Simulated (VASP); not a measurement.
# CoSn (P6/mmm) in VASP: further runs

Runs on CoSn. Level: PBE. Tasks: single point.

All numbers are computed with VASP 6.6.1; they aren't measurements. Logs are shortened: lines on timing, memory, paths and dates and some standing lists are left out, and cuts for length are marked.

### 1 The cell of the first run

The structure is hexagonal, space group P6/mmm (No. 191). Conventional cell: a = 5.296 Å, b = 5.296 Å, c = 4.230 Å, α = 90.00°, β = 90.00°, γ = 120.00°. Within 3.4 Å of Co (site symmetry mmm) lie 6 Sn at 2.61 to 2.65 Å and 4 Co at 2.65 Å. Sn (site symmetry -6m2) has 6 Co at 2.61 Å and 3 Sn at 3.06 Å within 3.4 Å. Sn (site symmetry 6/mmm) has 6 Co at 2.65 Å within 3.5 Å.

### 2 Single point, PBE

INCAR reads:

```
PREC     = Accurate       # precision mode
ENCUT    = 520            # plane-wave cutoff, eV
EDIFF    = 1E-7           # SCF threshold, eV
ISMEAR   = 0              # smearing method
SIGMA    = 0.1            # smearing width, eV
LREAL    = F              # projectors in reciprocal space
LASPH    = T              # aspherical terms in the spheres
NELM     = 60             # most SCF steps
ALGO     = Fast           # electronic algorithm
ISIF     = 2              # what is computed and relaxed
LWAVE    = F              # write WAVECAR
LCHARG   = F              # write CHGCAR
GGA      = PE             # functional
NBANDS   = 44             # bands
```

KPOINTS reads:

```
Automatic mesh
0
Gamma
  9 9 8
```

POSCAR reads:

```
CoSn
1.0
    5.2958497590      0.0000000000      0.0000000000
   -2.6479248795      4.5863404259      0.0000000000
    0.0000000000      0.0000000000      4.2304283846
Co Sn
3 3
Direct
    0.0000000000      0.5000000000      0.0000000000
    0.5000000000      0.5000000000      0.0000000000
    0.5000000000      0.0000000000      0.0000000000
    0.6666666667      0.3333333333      0.5000000000
    0.3333333333      0.6666666667      0.5000000000
    0.0000000000      0.0000000000      0.0000000000
```

Potentials or basis: VASP PAW PBE potentials, release 64 (Co, Sn_d).

The run is started by

```console
$ cat potpaw_PBE.64/Co/POTCAR potpaw_PBE.64/Sn_d/POTCAR > POTCAR
$ mpirun -np 1 vasp_std > vasp.out
```

OUTCAR:

```text
PREC = Accurate
   ENCUT = 520
   EDIFF = 1E-7
   ISMEAR = 0
   LREAL = F
   LASPH = T
   NELM = 60
   ISIF = 2
   GGA = PE

 ion  position               nearest neighbor table
   1  0.000  0.500  0.000-   4 2.61   5 2.61   4 2.61   5 2.61   3 2.65   6 2.65   6 2.65   3 2.65
                             2 2.65   2 2.65
   2  0.500  0.500  0.000-   4 2.61   5 2.61   4 2.61   5 2.61   3 2.65   6 2.65   3 2.65   6 2.65
                             1 2.65   1 2.65
   3  0.500  0.000  0.000-   4 2.61   5 2.61   4 2.61   5 2.61   1 2.65   2 2.65   2 2.65   1 2.65
                             6 2.65   6 2.65
   4  0.667  0.333  0.500-   3 2.61   3 2.61   1 2.61   1 2.61   2 2.61   2 2.61   5 3.06   5 3.06
                             5 3.06   6 3.72   6 3.72   6 3.72   6 3.72   6 3.72   6 3.72
   5  0.333  0.667  0.500-   3 2.61   3 2.61   1 2.61   1 2.61   2 2.61   2 2.61   4 3.06   4 3.06
                             4 3.06   6 3.72   6 3.72   6 3.72   6 3.72   6 3.72   6 3.72
   6  0.000  0.000  0.000-   1 2.65   2 2.65   1 2.65   2 2.65   3 2.65   3 2.65   5 3.72   4 3.72
                             5 3.72   4 3.72   4 3.72   4 3.72   5 3.72   5 3.72   4 3.72   5 3.72

  LATTYP: Found a hexagonal cell.
 ALAT       =     5.2958497590
 C/A-ratio  =     0.7988195619

  Lattice vectors:

 A1 = (   5.2958497590,   0.0000000000,   0.0000000000)
 A2 = (  -2.6479248795,   4.5863404259,   0.0000000000)
 A3 = (   0.0000000000,   0.0000000000,   4.2304283846)

Analysis of symmetry for initial positions (statically):
=====================================================================
 Subroutine PRICEL returns:
 Original cell was already a primitive cell.

 Routine SETGRP: Setting up the symmetry group for a
 hexagonal supercell.

 Subroutine GETGRP returns: Found 24 space group operations
 (whereof 24 operations were pure point group operations)
 out of a pool of 24 trial point group operations.

The static configuration has the point symmetry D_6h.

Analysis of symmetry for dynamics (positions and initial velocities):
=====================================================================
 Subroutine PRICEL returns:
 Original cell was already a primitive cell.

 Routine SETGRP: Setting up the symmetry group for a
 hexagonal supercell.

 Subroutine GETGRP returns: Found 24 space group operations
 (whereof 24 operations were pure point group operations)
 out of a pool of 24 trial point group operations.

The dynamic configuration has the point symmetry D_6h.

 Subroutine INISYM returns: Found 24 space group operations
 (whereof 24 operations are pure point group operations),
 and found     1 'primitive' translations

----------------------------------------------------------------------------------------

                                     Primitive cell

  volume of cell :     102.7511

  direct lattice vectors                    reciprocal lattice vectors
     5.295849759  0.000000000  0.000000000     0.188827109  0.109019382  0.000000000
    -2.647924880  4.586340426  0.000000000     0.000000000  0.218038764  0.000000000
     0.000000000  0.000000000  4.230428385     0.000000000  0.000000000  0.236382680

  length of vectors
     5.295849759  5.295849759  4.230428385     0.218038764  0.218038764  0.236382680

  position of ions in fractional coordinates (direct lattice)
     0.000000000  0.500000000  0.000000000
     0.500000000  0.500000000  0.000000000
     0.500000000  0.000000000  0.000000000
     0.666666667  0.333333333  0.500000000
     0.333333333  0.666666667  0.500000000
     0.000000000  0.000000000  0.000000000

  ion indices of the primitive-cell ions
   primitive index   ion index
                 1           1
                 2           2
                 3           3
                 4           4
                 5           5
                 6           6

----------------------------------------------------------------------------------------

 KPOINTS: Automatic mesh

Automatic generation of k-mesh.
 Grid dimensions read from file:
 generate k-points for:    9    9    8

 Generating k-lattice:

  Cartesian coordinates                     Fractional coordinates (reciprocal lattice)
     0.020980790  0.012113265  0.000000000     0.111111111  0.000000000  0.000000000
     0.000000000  0.024226529  0.000000000     0.000000000  0.111111111  0.000000000
     0.000000000  0.000000000  0.029547835     0.000000000  0.000000000  0.125000000

  Length of vectors
     0.024226529  0.024226529  0.029547835

  Shift w.r.t. Gamma in fractional coordinates (k-lattice)
     0.000000000  0.000000000  0.000000000

 Subroutine IBZKPT returns following result:
 ===========================================

 Found     60 irreducible k-points:

 Following reciprocal coordinates:
            Coordinates               Weight
  0.000000  0.000000  0.000000      1.000000
  0.111111 -0.000000  0.000000      6.000000
  0.222222 -0.000000  0.000000      6.000000
  0.333333 -0.000000  0.000000      6.000000
  0.444444 -0.000000  0.000000      6.000000
  0.111111  0.111111  0.000000      6.000000
[... 16 lines left out ...]
  0.333333  0.222222  0.125000     24.000000
  0.333333  0.333333  0.125000      4.000000
 [... further k-points ...]
   k-points           NKPTS =     60   k-points in BZ     NKDIM =     60   number of bands    NBANDS=     44
   number of dos      NEDOS =    301   number of ions     NIONS =      6
   total plane-waves  NPLWV =  51200
   dimension x,y,z NGX =    40 NGY =   40 NGZ =   32
   dimension x,y,z NGXF=    80 NGYF=   80 NGZF=   64
   ions per type =               3   3
   NGX,Y,Z   is equivalent  to a cutoff of  12.56, 12.56, 12.58 a.u.
   NGXF,Y,Z  is equivalent  to a cutoff of  25.11, 25.11, 25.15 a.u.
 SYSTEM =  unknown system
   PREC   = accura    normal or accurate (medium, high low for compatibility)
   ISTART =      0    job   : 0-new  1-cont  2-samecut
   ICHARG =      2    charge: 1-file 2-atom 10-const
   ISPIN  =      1    spin polarized calculation?
   LNONCOLLINEAR =      F non collinear calculations
   LSORBIT =      F    spin-orbit coupling
   LASPH  =      T    aspherical Exc in radial PAW
   ENCUT  =  520.0 eV  38.22 Ry    6.18 a.u.   9.85  9.85  7.87*2*pi/ulx,y,z
   NELM   =     60;   NELMIN=  2; NELMDL= -5     # of ELM steps
   EDIFF  = 0.1E-06   stopping-criterion for ELM
   LREAL  =      F    real-space projection
   EDIFFG = 0.1E-05   stopping-criterion for IOM
   NSW    =      0    number of steps for IOM
   IBRION =     -1    ionic relax: 0-MD 1-quasi-New 2-CG
   NFREE  =      0    steps in history (QN), initial steepest desc. (CG)
   ISIF   =      2    stress and relaxation
   ISYM   =      2    0-nonsym 1-usesym 2-fastsym
   POTIM  = 0.5000    time-step for ionic-motion
   TEBEG  =    0.0;   TEEND  =   0.0 temperature during run
   PSTRESS=    0.0 pullay stress
   NELECT =      69.0000    total number of electrons
   NUPDOWN=      -1.0000    fix difference up-down
   EMIN   =  10.00;   EMAX   =-10.00  energy-range for DOS
   EFERMI =   0.00;   METHOD = LEGACY
   ISMEAR =     0;   SIGMA  =   0.10  broadening in eV -4-tet -1-fermi 0-gaus
   EFERMI_NEDOS =   21; number of points for ismear=-14 and -15
   IALGO  =     68    algorithm
   IMIX   =      4    mixing-type and parameters
     AMIX     =   0.40;   BMIX     =  1.00
     AMIX_MAG =   1.60;   BMIX_MAG =  1.00
  volume/ion in A,a.u.               =      17.13       115.57
  Fermi-wavevector in a.u.,A,eV,Ry     =   1.433604  2.709118 27.962958  2.055219
  Thomas-Fermi vector in A             =   2.553104
   LORBIT       =      0    0 simple, 1 ext, 2 COOP (PROOUT), +10 PAW based schemes
   GGA     = PE    functional components
   LHFCALC =     F    Hartree Fock is set to
   AEXX    =    0.0000 exact exchange contribution
   IVDW    =     0    specifies the selected vdW correction
   LEPSILON=     F    determine dielectric tensor
   LRPA    =     F    only Hartree local field effects (RPA)
 non-spin polarized calculation
 RMM-DIIS sequential band-by-band and
 Gauss-broadening in eV      SIGMA  =   0.10
  energy-cutoff  :      520.00
  volume of cell :      102.75
 maximum number of plane-waves:      2790
 NGX is ok and might be reduce to    40
   NGX = 19   NGY = 19   NGZ = 15

 number of electron      69.0000014 magnetization

 Free energy of the ion-electron system (eV)
  ---------------------------------------------------
  ext. energy  EPLUGINS =         0.00000000
  ---------------------------------------------------
  free energy    TOTEN  =       -33.25994789 eV

  energy without entropy =      -33.24747385  energy(sigma->0) =      -33.25371087

 E-fermi :   9.7451     XC(G=0): -11.7055

 val. band max:        9.7314000239   @ k =   0.3333  -0.0000   0.1250
 cond. band min:       9.7459112688   @ k =   0.1111  -0.0000   0.5000
 fundamental gap:      0.0145112449
 Fermi energy:         9.7450780701

 k-point     1 :       0.0000    0.0000    0.0000
  band No.  band energies     occupation
      1     -11.7577      2.00000
      2     -11.6453      2.00000
      3     -11.6453      2.00000
      4     -11.6133      2.00000
      5     -11.6133      2.00000
      6     -11.5150      2.00000
[... 36 lines left out ...]
     43      15.6258      0.00000
     44      16.3095      0.00000

 k-point     2 :       0.1111   -0.0000    0.0000
  band No.  band energies     occupation
      1     -11.7568      2.00000
      2     -11.6462      2.00000
      3     -11.6453      2.00000
      4     -11.6231      2.00000
      5     -11.6187      2.00000
      6     -11.5288      2.00000
[... 36 lines left out ...]
     43      15.2549      0.00000
     44      15.4279      0.00000

 k-point     3 :       0.2222   -0.0000    0.0000
  band No.  band energies     occupation
      1     -11.7547      2.00000
      2     -11.6484      2.00000
      3     -11.6445      2.00000
      4     -11.6430      2.00000
      5     -11.6328      2.00000
      6     -11.5390      2.00000
[... 976 lines left out ...]
     43      15.3699      0.00000
     44      15.9288      0.00000

 k-point    24 :       0.3333    0.3333    0.1250
  band No.  band energies     occupation
      1     -11.7488      2.00000
      2     -11.7017      2.00000
      3     -11.6446      2.00000
      4     -11.6446      2.00000
      5     -11.5942      2.00000
      6     -11.5942      2.00000
[... 36 lines left out ...]
     43      16.2573      0.00000
     44      16.3567      0.00000

 [... further k-points ...]

------------------------ aborting loop because EDIFF is reached ----------------------------------------

  FORCE on cell =-STRESS in cart. coord.  units (eV):
  Direction    XX          YY          ZZ          XY          YZ          ZX
  --------------------------------------------------------------------------------------
  -------------------------------------------------------------------------------------
  Total       -0.0185745     -0.0185745     -0.0864247     -0.0000000      0.0000000     -0.0000000
  in kB       -0.2896294     -0.2896294     -1.3476036     -0.0000000      0.0000000     -0.0000000
  external PRESSURE =      -0.6422874 kB  Pullay stress =       0.0000000 kB

 VOLUME and BASIS-vectors are now :
 -----------------------------------------------------------------------------
  energy-cutoff  :      520.00
  volume of cell :      102.75
      direct lattice vectors                 reciprocal lattice vectors
     5.295849759  0.000000000  0.000000000     0.188827109  0.109019382  0.000000000
    -2.647924880  4.586340426  0.000000000     0.000000000  0.218038764  0.000000000
     0.000000000  0.000000000  4.230428385     0.000000000  0.000000000  0.236382680

 POSITION                                       TOTAL-FORCE (eV/Angst)
 -----------------------------------------------------------------------------------
     -1.32396      2.29317      0.00000         0.000000      0.000000      0.000000
      1.32396      2.29317      0.00000         0.000000      0.000000      0.000000
      2.64792      0.00000      0.00000         0.000000      0.000000      0.000000
      2.64792      1.52878      2.11521         0.000000      0.000000      0.000000
     -0.00000      3.05756      2.11521        -0.000000     -0.000000      0.000000
      0.00000      0.00000      0.00000         0.000000      0.000000      0.000000
 -----------------------------------------------------------------------------------
    total drift:                               -0.000000      0.000000     -0.000000

  FREE ENERGIE OF THE ION-ELECTRON SYSTEM (eV)
  ---------------------------------------------------
  free  energy   TOTEN  =       -33.2599478919 eV

  energy  without entropy=      -33.2474738499  energy(sigma->0) =      -33.25371087
```

Wall time 4 min (1 thread of Intel Xeon Platinum 8488C (Sapphire Rapids), shared host); peak memory 0.36 GiB.

Results:

* Free energy: -33.2599 eV
* Pressure: -0.1 GPa
* Band gap on the k mesh: zero (an odd number of electrons rules out a gap without spin polarisation)

Stress tensor (GPa, compression positive):
```
-0.03  0.00  0.00
 0.00 -0.03  0.00
 0.00  0.00 -0.13
```

Caveat: spin-orbit coupling is left out, which moves the levels of the heavy elements; the run has no spin polarisation, though such a crystal can be magnetic.

[end of part 1 of 2]
